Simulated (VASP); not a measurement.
Write the native input for VASP 6.6.1 that does the following.

* Task: single point
* Functional: PBE
* Potentials or basis: VASP PAW PBE potentials, release 64 (Li_sv, H)
* Cutoff: 520 eV
* k mesh: 18 × 18 × 18
* Occupations: gaussian, width 0.1 eV
* Spin: no spin polarisation
* Dipole correction: no
* Further INCAR settings: ALGO = Normal; EDIFF = 1e-07; NBANDS = 11

The structure of LiH3 lies in POSCAR:

```
LiH3
1.0
   -1.7682175594      1.7682175594      1.7682175594
    1.7682175594     -1.7682175594      1.7682175594
    1.7682175594      1.7682175594     -1.7682175594
Li H
1 3
Direct
    0.0000000000      0.0000000000      0.0000000000
    0.0000000000      0.5000000000      0.5000000000
    0.5000000000      0.0000000000      0.5000000000
    0.5000000000      0.5000000000      0.0000000000
```

One way to write it, as run:

INCAR

```
ALGO = Normal
EDIFF = 1E-7
ENCUT = 520
GGA = PE
ISIF = 2
ISMEAR = 0
LASPH = True
LCHARG = True
LELF = True
LREAL = False
LVHAR = True
LWAVE = False
NBANDS = 11
NELM = 100
PREC = Accurate
SIGMA = 0.1
```

KPOINTS

```
k-points
0
Gamma
  18 18 18
```

Potentials or basis: VASP PAW PBE potentials, release 64 (Li_sv, H).

Run with:

```console
$ cat potpaw_PBE.64/Li_sv/POTCAR potpaw_PBE.64/H/POTCAR > POTCAR
$ mpirun -np 1 vasp_std > vasp.out
```

It gave:

```yaml
Band_gap_on_the_k_mesh: zero (band 3 reaches 5.66 eV, above the bottom of band 4 at -1.55 eV)
```

It took 13 s on 1 thread of Intel(R) Xeon(R) 6975P-C (Granite Rapids) (shared host), peak memory 0.16 GiB.
